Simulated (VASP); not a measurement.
# Cd4O3 (Pm-3m) in VASP: single point with PBE

Aim: the single point of Cd4O3 with PBE.

All numbers are computed with VASP 6.6.1; they aren't measurements. Logs are shortened: lines on timing, memory, paths and dates and some standing lists are left out, and cuts for length are marked.

## 1. The cell of the first run

Symmetry: Pm-3m, No. 221, cubic system. Conventional cell: a = 4.700 Å, b = 4.700 Å, c = 4.700 Å, α = 90.00°, β = 90.00°, γ = 90.00°. Within 3.1 Å of Cd (site symmetry m-3m) lie 6 O at 2.35 Å. Cd (site symmetry 4/mmm) has 4 O at 2.35 Å within 3.1 Å. Within 3.1 Å of O (site symmetry 4/mmm) lie 6 Cd at 2.35 Å.

## 2. Single point, PBE, collinear spin, ferromagnetic start

Input file INCAR:

```
SYSTEM = Cd4O3
  PREC = Accurate
  ENCUT = 600
  EDIFF = 1E-6
  ISMEAR = -1
  SIGMA = 0.01
  LREAL = .False.
  LASPH = .True.
  NELM = 200
  ALGO = Normal
  ISIF = 2
  LWAVE = .False.
  LCHARG = .True.
  ISPIN = 2
  MAGMOM = 0.5 0.5 0.5 0.5 0 0 0
  LORBIT = 11
  GGA = PE
  LELF = .True.
  LVHAR = .True.
  NBANDS = 46
  GGA_COMPAT = .False.
```

Input file KPOINTS:

```
Automatic mesh
0
Gamma
  1 1 1
  0 0 0
```

Input file POSCAR:

```
Cd4O3
1.0
    4.7000000000      0.0000000000      0.0000000000
    0.0000000000      4.7000000000      0.0000000000
    0.0000000000      0.0000000000      4.7000000000
Cd O
4 3
Direct
    0.0000000000      0.0000000000      0.0000000000
    0.0000000000      0.5000000000      0.5000000000
    0.5000000000      0.0000000000      0.5000000000
    0.5000000000      0.5000000000      0.0000000000
    0.5000000000      0.0000000000      0.0000000000
    0.0000000000      0.5000000000      0.0000000000
    0.0000000000      0.0000000000      0.5000000000
```

Potentials or basis: VASP PAW PBE potentials, release 64 (Cd, O).

Command:

```
$ cat potpaw_PBE.64/Cd/POTCAR potpaw_PBE.64/O/POTCAR > POTCAR
$ mpirun -np 1 vasp_gam > vasp.out
```

OUTCAR:

```text
SYSTEM = Cd4O3
   PREC = Accurate
   ENCUT = 600
   EDIFF = 1E-6
   ISMEAR = -1
   LREAL = .False.
   LASPH = .True.
   NELM = 200
   ISIF = 2
   ISPIN = 2
   LORBIT = 11
   GGA = PE

 ion  position               nearest neighbor table
   1  0.000  0.000  0.000-   5 2.35   6 2.35   7 2.35   7 2.35   6 2.35   5 2.35   2 3.32   3 3.32
                             2 3.32   2 3.32   4 3.32   3 3.32   2 3.32   3 3.32   4 3.32   4 3.32
   2  0.000  0.500  0.500-   6 2.35   7 2.35   6 2.35   7 2.35   3 3.32   1 3.32   4 3.32   4 3.32
                             1 3.32   3 3.32   1 3.32   1 3.32   3 3.32   4 3.32   4 3.32   3 3.32
   3  0.500  0.000  0.500-   5 2.35   7 2.35   5 2.35   7 2.35   2 3.32   1 3.32   4 3.32   4 3.32
                             2 3.32   4 3.32   4 3.32   1 3.32   2 3.32   1 3.32   1 3.32   2 3.32
   4  0.500  0.500  0.000-   5 2.35   6 2.35   5 2.35   6 2.35   2 3.32   2 3.32   3 3.32   1 3.32
                             3 3.32   3 3.32   3 3.32   1 3.32   2 3.32   1 3.32   2 3.32   1 3.32
   5  0.500  0.000  0.000-   1 2.35   3 2.35   4 2.35   3 2.35   4 2.35   1 2.35
   6  0.000  0.500  0.000-   1 2.35   2 2.35   4 2.35   2 2.35   1 2.35   4 2.35
   7  0.000  0.000  0.500-   1 2.35   2 2.35   3 2.35   1 2.35   2 2.35   3 2.35

  LATTYP: Found a simple cubic cell.
 ALAT       =     4.7000000000

  Lattice vectors:

 A1 = (   4.7000000000,   0.0000000000,   0.0000000000)
 A2 = (   0.0000000000,   4.7000000000,   0.0000000000)
 A3 = (   0.0000000000,   0.0000000000,   4.7000000000)

Analysis of symmetry for initial positions (statically):
=====================================================================
 Subroutine PRICEL returns:
 Original cell was already a primitive cell.

 Routine SETGRP: Setting up the symmetry group for a
 simple cubic supercell.

 Subroutine GETGRP returns: Found 48 space group operations
 (whereof 48 operations were pure point group operations)
 out of a pool of 48 trial point group operations.

The static configuration has the point symmetry O_h .

Analysis of symmetry for dynamics (positions and initial velocities):
=====================================================================
 Subroutine PRICEL returns:
 Original cell was already a primitive cell.

 Routine SETGRP: Setting up the symmetry group for a
 simple cubic supercell.

 Subroutine GETGRP returns: Found 48 space group operations
 (whereof 48 operations were pure point group operations)
 out of a pool of 48 trial point group operations.

The dynamic configuration has the point symmetry O_h .

Analysis of structural, dynamic, and magnetic symmetry:
=====================================================================
 Subroutine PRICEL returns:
 Original cell was already a primitive cell.

 Routine SETGRP: Setting up the symmetry group for a
 simple cubic supercell.

 Subroutine GETGRP returns: Found 48 space group operations
 (whereof 48 operations were pure point group operations)
 out of a pool of 48 trial point group operations.

The overall configuration has the point symmetry O_h .

 Subroutine INISYM returns: Found 48 space group operations
 (whereof 48 operations are pure point group operations),
 and found     1 'primitive' translations

----------------------------------------------------------------------------------------

                                     Primitive cell

  volume of cell :     103.8230

  direct lattice vectors                    reciprocal lattice vectors
     4.700000000  0.000000000  0.000000000     0.212765957  0.000000000  0.000000000
     0.000000000  4.700000000  0.000000000     0.000000000  0.212765957  0.000000000
     0.000000000  0.000000000  4.700000000     0.000000000  0.000000000  0.212765957

  length of vectors
     4.700000000  4.700000000  4.700000000     0.212765957  0.212765957  0.212765957

  position of ions in fractional coordinates (direct lattice)
     0.000000000  0.000000000  0.000000000
     0.000000000  0.500000000  0.500000000
     0.500000000  0.000000000  0.500000000
     0.500000000  0.500000000  0.000000000
     0.500000000  0.000000000  0.000000000
     0.000000000  0.500000000  0.000000000
     0.000000000  0.000000000  0.500000000

  ion indices of the primitive-cell ions
   primitive index   ion index
                 1           1
                 2           2
                 3           3
                 4           4
                 5           5
                 6           6
                 7           7

----------------------------------------------------------------------------------------

 KPOINTS: Automatic mesh

Automatic generation of k-mesh.
 Grid dimensions read from file:
 generate k-points for:    1    1    1

 Generating k-lattice:

  Cartesian coordinates                     Fractional coordinates (reciprocal lattice)
     0.212765957  0.000000000  0.000000000     1.000000000  0.000000000  0.000000000
     0.000000000  0.212765957  0.000000000     0.000000000  1.000000000  0.000000000
     0.000000000  0.000000000  0.212765957     0.000000000  0.000000000  1.000000000

  Length of vectors
     0.212765957  0.212765957  0.212765957

  Shift w.r.t. Gamma in fractional coordinates (k-lattice)
     0.000000000  0.000000000  0.000000000

 Subroutine IBZKPT returns following result:
 ===========================================

 Found      1 irreducible k-points:

 Following reciprocal coordinates:
            Coordinates               Weight
  0.000000  0.000000  0.000000      1.000000
   k-points           NKPTS =      1   k-points in BZ     NKDIM =      1   number of bands    NBANDS=     46
   number of dos      NEDOS =    301   number of ions     NIONS =      7
   total plane-waves  NPLWV =  64000
   dimension x,y,z NGX =    40 NGY =   40 NGZ =   40
   dimension x,y,z NGXF=    80 NGYF=   80 NGZF=   80
   ions per type =               4   3
   NGX,Y,Z   is equivalent  to a cutoff of  14.15, 14.15, 14.15 a.u.
   NGXF,Y,Z  is equivalent  to a cutoff of  28.30, 28.30, 28.30 a.u.
 SYSTEM =  Cd4O3
   PREC   = accura    normal or accurate (medium, high low for compatibility)
   ISTART =      0    job   : 0-new  1-cont  2-samecut
   ICHARG =      2    charge: 1-file 2-atom 10-const
   ISPIN  =      2    spin polarized calculation?
   LNONCOLLINEAR =      F non collinear calculations
   LSORBIT =      F    spin-orbit coupling
   LASPH  =      T    aspherical Exc in radial PAW
   ENCUT  =  600.0 eV  44.10 Ry    6.64 a.u.   9.39  9.39  9.39*2*pi/ulx,y,z
   NELM   =    200;   NELMIN=  2; NELMDL= -5     # of ELM steps
   EDIFF  = 0.1E-05   stopping-criterion for ELM
   LREAL  =      F    real-space projection
   EDIFFG = 0.1E-04   stopping-criterion for IOM
   NSW    =      0    number of steps for IOM
   IBRION =     -1    ionic relax: 0-MD 1-quasi-New 2-CG
   NFREE  =      0    steps in history (QN), initial steepest desc. (CG)
   ISIF   =      2    stress and relaxation
   ISYM   =      2    0-nonsym 1-usesym 2-fastsym
   POTIM  = 0.5000    time-step for ionic-motion
   TEBEG  =    0.0;   TEEND  =   0.0 temperature during run
   PSTRESS=    0.0 pullay stress
   NELECT =      66.0000    total number of electrons
   NUPDOWN=      -1.0000    fix difference up-down
   EMIN   =  10.00;   EMAX   =-10.00  energy-range for DOS
   EFERMI =   0.00;   METHOD = LEGACY
   ISMEAR =    -1;   SIGMA  =   0.01  broadening in eV -4-tet -1-fermi 0-gaus
   EFERMI_NEDOS =   21; number of points for ismear=-14 and -15
   IALGO  =     38    algorithm
   IMIX   =      4    mixing-type and parameters
     AMIX     =   0.40;   BMIX     =  1.00
     AMIX_MAG =   1.60;   BMIX_MAG =  1.00
  volume/ion in A,a.u.               =      14.83       100.09
  Fermi-wavevector in a.u.,A,eV,Ry     =   1.407640  2.660054 26.959271  1.981451
  Thomas-Fermi vector in A             =   2.529879
   LORBIT       =     11    0 simple, 1 ext, 2 COOP (PROOUT), +10 PAW based schemes
   GGA     = PE    functional components
   LHFCALC =     F    Hartree Fock is set to
   AEXX    =    0.0000 exact exchange contribution
   IVDW    =     0    specifies the selected vdW correction
   LEPSILON=     F    determine dielectric tensor
   LRPA    =     F    only Hartree local field effects (RPA)
 spin polarized calculation
  energy-cutoff  :      600.00
  volume of cell :      103.82
 maximum number of plane-waves:      1716
 NGX is ok and might be reduce to    40
   NGX = 19   NGY = 19   NGZ = 19

 number of electron      66.0000036 magnetization       0.0000139

 number of electron      66.0000036 magnetization      -0.0000016

 Free energy of the ion-electron system (eV)
  ---------------------------------------------------
  ext. energy  EPLUGINS =         0.00000000
  ---------------------------------------------------
  free energy    TOTEN  =       -26.45036946 eV

  energy without entropy =      -26.45036946  energy(sigma->0) =      -26.45036946

 E-fermi :   0.8359     XC(G=0): -11.3248

 val. band max:        0.5234472858   @ k =   0.0000   0.0000   0.0000
 cond. band min:       4.8313539302   @ k =   0.0000   0.0000   0.0000
 fundamental gap:      4.3079066444
 Fermi energy:         0.8359390513

 spin component 1

 k-point     1 :       0.0000    0.0000    0.0000
  band No.  band energies     occupation
      1     -15.0238      1.00000
      2     -14.5140      1.00000
      3     -14.5140      1.00000
      4      -6.2569      1.00000
      5      -6.1129      1.00000
      6      -6.1129      1.00000
[... 37 lines left out ...]
     44      13.1028      0.00000
     45      13.1028      0.00000
 Fermi energy:         0.8359390513

 spin component 2

 k-point     1 :       0.0000    0.0000    0.0000
  band No.  band energies     occupation
      1     -15.0238      1.00000
      2     -14.5140      1.00000
      3     -14.5140      1.00000
      4      -6.2569      1.00000
      5      -6.1129      1.00000
      6      -6.1129      1.00000
[... 37 lines left out ...]
     44      13.1028      0.00000
     45      13.1028      0.00000
 [bands above 45 left out]

------------------------ aborting loop because EDIFF is reached ----------------------------------------

  FORCE on cell =-STRESS in cart. coord.  units (eV):
  Direction    XX          YY          ZZ          XY          YZ          ZX
  --------------------------------------------------------------------------------------
  -------------------------------------------------------------------------------------
  Total       -4.5050315     -4.5050315     -4.5050315      0.0000000      0.0000000     -0.0000000
  in kB      -69.5208129    -69.5208129    -69.5208129      0.0000000      0.0000000     -0.0000000
  external PRESSURE =     -69.5208129 kB  Pullay stress =       0.0000000 kB

 VOLUME and BASIS-vectors are now :
 -----------------------------------------------------------------------------
  energy-cutoff  :      600.00
  volume of cell :      103.82
      direct lattice vectors                 reciprocal lattice vectors
     4.700000000  0.000000000  0.000000000     0.212765957  0.000000000  0.000000000
     0.000000000  4.700000000  0.000000000     0.000000000  0.212765957  0.000000000
     0.000000000  0.000000000  4.700000000     0.000000000  0.000000000  0.212765957

 POSITION                                       TOTAL-FORCE (eV/Angst)
 -----------------------------------------------------------------------------------
      0.00000      0.00000      0.00000         0.000000      0.000000      0.000000
      0.00000      2.35000      2.35000         0.000000      0.000000      0.000000
      2.35000      0.00000      2.35000         0.000000      0.000000      0.000000
      2.35000      2.35000      0.00000         0.000000      0.000000      0.000000
      2.35000      0.00000      0.00000         0.000000      0.000000      0.000000
      0.00000      2.35000      0.00000         0.000000      0.000000      0.000000
      0.00000      0.00000      2.35000         0.000000      0.000000      0.000000
 -----------------------------------------------------------------------------------
    total drift:                               -0.000000      0.000000     -0.000000

  FREE ENERGIE OF THE ION-ELECTRON SYSTEM (eV)
  ---------------------------------------------------
  free  energy   TOTEN  =       -26.4503694579 eV

  energy  without entropy=      -26.4503694579  energy(sigma->0) =      -26.45036946

 total charge

# of ion       s       p       d       tot
------------------------------------------
    1        0.075   0.446   9.571  10.093
    2        0.251   0.361   9.561  10.173
    3        0.251   0.361   9.561  10.173
    4        0.251   0.361   9.561  10.173
    5        1.605   3.338   0.000   4.943
    6        1.605   3.338   0.000   4.943
    7        1.605   3.338   0.000   4.943
--------------------------------------------------
tot          5.642  11.542  38.255  55.439

 magnetization (x)

# of ion       s       p       d       tot
------------------------------------------
    1        0.000   0.000   0.000   0.000
    2        0.000   0.000   0.000   0.000
    3        0.000   0.000   0.000   0.000
    4        0.000   0.000   0.000   0.000
    5        0.000   0.000   0.000   0.000
    6        0.000   0.000   0.000   0.000
    7        0.000   0.000   0.000   0.000
--------------------------------------------------
tot          0.000   0.000   0.000   0.000
```

Wall time 18 s (1 thread of AMD EPYC 9R45 (Zen 5), shared host); peak memory 0.23 GiB.

Results:

```yaml
Free_energy: -26.4504 eV
Pressure: -7.0 GPa
Band_gap_on_the_k_mesh: 4.31 eV
Net_moment: 0.00 μB per cell
Valence_electrons_inside_the_program's_atomic_spheres: Cd 10.09, 10.17; O 4.94
```

Caveat: the k points lie up to 1.34 Å⁻¹ apart.
